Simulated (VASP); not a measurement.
# Sr3PRh (Pm-3m) in VASP: single point with PBE

Aim: the single point of Sr3PRh with PBE.

Program: VASP 6.6.1. These are calculated values, not measurements. Logs are shortened: lines on timing, memory, paths and dates and some standing lists are left out, and cuts for length are marked.

## Step 1: The cell of the first run

The structure is cubic, space group Pm-3m (No. 221). Conventional cell: a = 5.543 Å, b = 5.543 Å, c = 5.543 Å, α = 90.00°, β = 90.00°, γ = 90.00°. Sr (site symmetry 4/mmm) has 2 Rh at 2.77 Å within 3.7 Å. P (site symmetry m-3m) has 12 Sr at 3.92 Å and 8 Rh at 4.80 Å within 5.1 Å. Within 3.7 Å of Rh (site symmetry m-3m) lie 6 Sr at 2.77 Å.

## Step 2: Single point, PBE

Contents of INCAR:

```
PREC = Accurate
ENCUT = 520
EDIFF = 1E-6
ISMEAR = 0
SIGMA = 0.1
LREAL = F
LASPH = T
NELM = 80
ALGO = Normal
ISIF = 2
LWAVE = F
LCHARG = T
GGA = PE
LELF = T
LVHAR = T
NBANDS = 33
```

Contents of KPOINTS:

```
regular mesh
0
Gamma
  4 4 4
```

Contents of POSCAR:

```
Sr3PRh
1.0
    5.5425260647      0.0000000000      0.0000000000
    0.0000000000      5.5425260647      0.0000000000
    0.0000000000      0.0000000000      5.5425260647
Sr P Rh
3 1 1
Direct
    0.5000000000      0.5000000000      0.0000000000
    0.5000000000      0.0000000000      0.5000000000
    0.0000000000      0.5000000000      0.5000000000
    0.0000000000      0.0000000000      0.0000000000
    0.5000000000      0.5000000000      0.5000000000
```

Potentials or basis: VASP PAW PBE potentials, release 64 (Sr_sv, P, Rh_pv).

Launch:

```console
$ cat potpaw_PBE.64/Sr_sv/POTCAR potpaw_PBE.64/P/POTCAR potpaw_PBE.64/Rh_pv/POTCAR > POTCAR
$ mpirun -np 1 vasp_std > vasp.out
```

OUTCAR:

```text
PREC = Accurate
   ENCUT = 520
   EDIFF = 1E-6
   ISMEAR = 0
   LREAL = F
   LASPH = T
   NELM = 80
   ISIF = 2
   GGA = PE

 ion  position               nearest neighbor table
   1  0.500  0.500  0.000-   5 2.77   5 2.77   4 3.92   2 3.92   2 3.92   3 3.92   3 3.92   2 3.92
                             4 3.92   2 3.92   3 3.92   4 3.92   3 3.92   4 3.92
   2  0.500  0.000  0.500-   5 2.77   5 2.77   4 3.92   1 3.92   1 3.92   4 3.92   1 3.92   3 3.92
                             3 3.92   1 3.92   3 3.92   4 3.92   4 3.92   3 3.92
   3  0.000  0.500  0.500-   5 2.77   5 2.77   4 3.92   1 3.92   1 3.92   4 3.92   2 3.92   4 3.92
                             4 3.92   1 3.92   2 3.92   2 3.92   1 3.92   2 3.92
   4  0.000  0.000  0.000-   1 3.92   2 3.92   3 3.92   2 3.92   3 3.92   1 3.92   3 3.92   3 3.92
                             1 3.92   2 3.92   2 3.92   1 3.92
   5  0.500  0.500  0.500-   1 2.77   2 2.77   3 2.77   1 2.77   2 2.77   3 2.77

  LATTYP: Found a simple cubic cell.
 ALAT       =     5.5425260647

  Lattice vectors:

 A1 = (   5.5425260647,   0.0000000000,   0.0000000000)
 A2 = (   0.0000000000,   5.5425260647,   0.0000000000)
 A3 = (   0.0000000000,   0.0000000000,   5.5425260647)

Analysis of symmetry for initial positions (statically):
=====================================================================
 Subroutine PRICEL returns:
 Original cell was already a primitive cell.

 Routine SETGRP: Setting up the symmetry group for a
 simple cubic supercell.

 Subroutine GETGRP returns: Found 48 space group operations
 (whereof 48 operations were pure point group operations)
 out of a pool of 48 trial point group operations.

The static configuration has the point symmetry O_h .

Analysis of symmetry for dynamics (positions and initial velocities):
=====================================================================
 Subroutine PRICEL returns:
 Original cell was already a primitive cell.

 Routine SETGRP: Setting up the symmetry group for a
 simple cubic supercell.

 Subroutine GETGRP returns: Found 48 space group operations
 (whereof 48 operations were pure point group operations)
 out of a pool of 48 trial point group operations.

The dynamic configuration has the point symmetry O_h .

 Subroutine INISYM returns: Found 48 space group operations
 (whereof 48 operations are pure point group operations),
 and found     1 'primitive' translations

----------------------------------------------------------------------------------------

                                     Primitive cell

  volume of cell :     170.2642

  direct lattice vectors                    reciprocal lattice vectors
     5.542526065  0.000000000  0.000000000     0.180423148  0.000000000  0.000000000
     0.000000000  5.542526065  0.000000000     0.000000000  0.180423148  0.000000000
     0.000000000  0.000000000  5.542526065     0.000000000  0.000000000  0.180423148

  length of vectors
     5.542526065  5.542526065  5.542526065     0.180423148  0.180423148  0.180423148

  position of ions in fractional coordinates (direct lattice)
     0.500000000  0.500000000  0.000000000
     0.500000000  0.000000000  0.500000000
     0.000000000  0.500000000  0.500000000
     0.000000000  0.000000000  0.000000000
     0.500000000  0.500000000  0.500000000

  ion indices of the primitive-cell ions
   primitive index   ion index
                 1           1
                 2           2
                 3           3
                 4           4
                 5           5

----------------------------------------------------------------------------------------

 KPOINTS: regular mesh

Automatic generation of k-mesh.
 Grid dimensions read from file:
 generate k-points for:    4    4    4

 Generating k-lattice:

  Cartesian coordinates                     Fractional coordinates (reciprocal lattice)
     0.045105787  0.000000000  0.000000000     0.250000000  0.000000000  0.000000000
     0.000000000  0.045105787  0.000000000     0.000000000  0.250000000  0.000000000
     0.000000000  0.000000000  0.045105787     0.000000000  0.000000000  0.250000000

  Length of vectors
     0.045105787  0.045105787  0.045105787

  Shift w.r.t. Gamma in fractional coordinates (k-lattice)
     0.000000000  0.000000000  0.000000000

 Subroutine IBZKPT returns following result:
 ===========================================

 Found     10 irreducible k-points:

 Following reciprocal coordinates:
            Coordinates               Weight
  0.000000  0.000000  0.000000      1.000000
  0.250000  0.000000  0.000000      6.000000
  0.500000  0.000000  0.000000      3.000000
  0.250000  0.250000  0.000000     12.000000
  0.500000  0.250000  0.000000     12.000000
  0.500000  0.500000  0.000000      3.000000
  0.250000  0.250000  0.250000      8.000000
  0.500000  0.250000  0.250000     12.000000
  0.500000  0.500000  0.250000      6.000000
  0.500000  0.500000  0.500000      1.000000
   k-points           NKPTS =     10   k-points in BZ     NKDIM =     10   number of bands    NBANDS=     33
   number of dos      NEDOS =    301   number of ions     NIONS =      5
   total plane-waves  NPLWV =  74088
   dimension x,y,z NGX =    42 NGY =   42 NGZ =   42
   dimension x,y,z NGXF=    84 NGYF=   84 NGZF=   84
   ions per type =               3   1   1
   NGX,Y,Z   is equivalent  to a cutoff of  12.60, 12.60, 12.60 a.u.
   NGXF,Y,Z  is equivalent  to a cutoff of  25.20, 25.20, 25.20 a.u.
 SYSTEM =  unknown system
   PREC   = accura    normal or accurate (medium, high low for compatibility)
   ISTART =      0    job   : 0-new  1-cont  2-samecut
   ICHARG =      2    charge: 1-file 2-atom 10-const
   ISPIN  =      1    spin polarized calculation?
   LNONCOLLINEAR =      F non collinear calculations
   LSORBIT =      F    spin-orbit coupling
   LASPH  =      T    aspherical Exc in radial PAW
   ENCUT  =  520.0 eV  38.22 Ry    6.18 a.u.  10.31 10.31 10.31*2*pi/ulx,y,z
   NELM   =     80;   NELMIN=  2; NELMDL= -5     # of ELM steps
   EDIFF  = 0.1E-05   stopping-criterion for ELM
   LREAL  =      F    real-space projection
   EDIFFG = 0.1E-04   stopping-criterion for IOM
   NSW    =      0    number of steps for IOM
   IBRION =     -1    ionic relax: 0-MD 1-quasi-New 2-CG
   NFREE  =      0    steps in history (QN), initial steepest desc. (CG)
   ISIF   =      2    stress and relaxation
   ISYM   =      2    0-nonsym 1-usesym 2-fastsym
   POTIM  = 0.5000    time-step for ionic-motion
   TEBEG  =    0.0;   TEEND  =   0.0 temperature during run
   PSTRESS=    0.0 pullay stress
   NELECT =      50.0000    total number of electrons
   NUPDOWN=      -1.0000    fix difference up-down
   EMIN   =  10.00;   EMAX   =-10.00  energy-range for DOS
   EFERMI =   0.00;   METHOD = LEGACY
   ISMEAR =     0;   SIGMA  =   0.10  broadening in eV -4-tet -1-fermi 0-gaus
   EFERMI_NEDOS =   21; number of points for ismear=-14 and -15
   IALGO  =     38    algorithm
   IMIX   =      4    mixing-type and parameters
     AMIX     =   0.40;   BMIX     =  1.00
     AMIX_MAG =   1.60;   BMIX_MAG =  1.00
  volume/ion in A,a.u.               =      34.05       229.80
  Fermi-wavevector in a.u.,A,eV,Ry     =   1.088154  2.056313 16.110379  1.184079
  Thomas-Fermi vector in A             =   2.224329
   LORBIT       =      0    0 simple, 1 ext, 2 COOP (PROOUT), +10 PAW based schemes
   GGA     = PE    functional components
   LHFCALC =     F    Hartree Fock is set to
   AEXX    =    0.0000 exact exchange contribution
   IVDW    =     0    specifies the selected vdW correction
   LEPSILON=     F    determine dielectric tensor
   LRPA    =     F    only Hartree local field effects (RPA)
 non-spin polarized calculation
 Gauss-broadening in eV      SIGMA  =   0.10
  energy-cutoff  :      520.00
  volume of cell :      170.26
 maximum number of plane-waves:      4632
 NGX is ok and might be reduce to    42
   NGX = 21   NGY = 21   NGZ = 21

 number of electron      49.9999986 magnetization

 Free energy of the ion-electron system (eV)
  ---------------------------------------------------
  ext. energy  EPLUGINS =         0.00000000
  ---------------------------------------------------
  free energy    TOTEN  =       -18.41297631 eV

  energy without entropy =      -18.40420776  energy(sigma->0) =      -18.40859204

 E-fermi :   2.3185     XC(G=0):  -8.4919

 val. band max:        2.2290563802   @ k =   0.5000   0.5000   0.5000
 cond. band min:       2.9405998419   @ k =   0.5000   0.0000   0.0000
 fundamental gap:      0.7115434618
 Fermi energy:         2.3185280204

 k-point     1 :       0.0000    0.0000    0.0000
  band No.  band energies     occupation
      1     -42.5922      2.00000
      2     -42.5922      2.00000
      3     -42.5922      2.00000
      4     -32.9048      2.00000
      5     -32.8601      2.00000
      6     -32.8601      2.00000
[... 25 lines left out ...]
     32       6.5496      0.00000
     33       6.5496      0.00000

 k-point     2 :       0.2500    0.0000    0.0000
  band No.  band energies     occupation
      1     -42.5928      2.00000
      2     -42.5922      2.00000
      3     -42.5922      2.00000
      4     -32.8981      2.00000
      5     -32.8628      2.00000
      6     -32.8601      2.00000
[... 25 lines left out ...]
     32       5.9096      0.00000
     33       6.7515      0.00000
[... 250 lines left out ...]
     32       6.0771      0.00000
     33       6.1799      0.00000

 k-point    10 :       0.5000    0.5000    0.5000
  band No.  band energies     occupation
      1     -42.5935      2.00000
      2     -42.5935      2.00000
      3     -42.5935      2.00000
      4     -32.8667      2.00000
      5     -32.8667      2.00000
      6     -32.8667      2.00000
[... 25 lines left out ...]
     32       5.7461      0.00000
     33       6.1769      0.00000

------------------------ aborting loop because EDIFF is reached ----------------------------------------

  FORCE on cell =-STRESS in cart. coord.  units (eV):
  Direction    XX          YY          ZZ          XY          YZ          ZX
  --------------------------------------------------------------------------------------
  -------------------------------------------------------------------------------------
  Total        0.4568660      0.4568660      0.4568660      0.0000000     -0.0000000      0.0000000
  in kB        4.2990862      4.2990862      4.2990862      0.0000000     -0.0000000      0.0000000
  external PRESSURE =       4.2990862 kB  Pullay stress =       0.0000000 kB

 VOLUME and BASIS-vectors are now :
 -----------------------------------------------------------------------------
  energy-cutoff  :      520.00
  volume of cell :      170.26
      direct lattice vectors                 reciprocal lattice vectors
     5.542526065  0.000000000  0.000000000     0.180423148  0.000000000  0.000000000
     0.000000000  5.542526065  0.000000000     0.000000000  0.180423148  0.000000000
     0.000000000  0.000000000  5.542526065     0.000000000  0.000000000  0.180423148

 POSITION                                       TOTAL-FORCE (eV/Angst)
 -----------------------------------------------------------------------------------
      2.77126      2.77126      0.00000         0.000000      0.000000      0.000000
      2.77126      0.00000      2.77126         0.000000      0.000000      0.000000
      0.00000      2.77126      2.77126         0.000000      0.000000      0.000000
      0.00000      0.00000      0.00000         0.000000      0.000000      0.000000
      2.77126      2.77126      2.77126         0.000000      0.000000      0.000000
 -----------------------------------------------------------------------------------
    total drift:                                0.000000     -0.000000     -0.000000

  FREE ENERGIE OF THE ION-ELECTRON SYSTEM (eV)
  ---------------------------------------------------
  free  energy   TOTEN  =       -18.4129763096 eV

  energy  without entropy=      -18.4042077618  energy(sigma->0) =      -18.40859204
```

It took 60 s on 1 thread of Intel Xeon Platinum 8259CL at 2.50GHz (Skylake/Cascade Lake), shared host; peak memory 0.28 GiB.

Results:

```yaml
Free_energy: -18.4130 eV
Pressure: 0.4 GPa
Band_gap_on_the_k_mesh: zero (filled and empty bands touch)
```
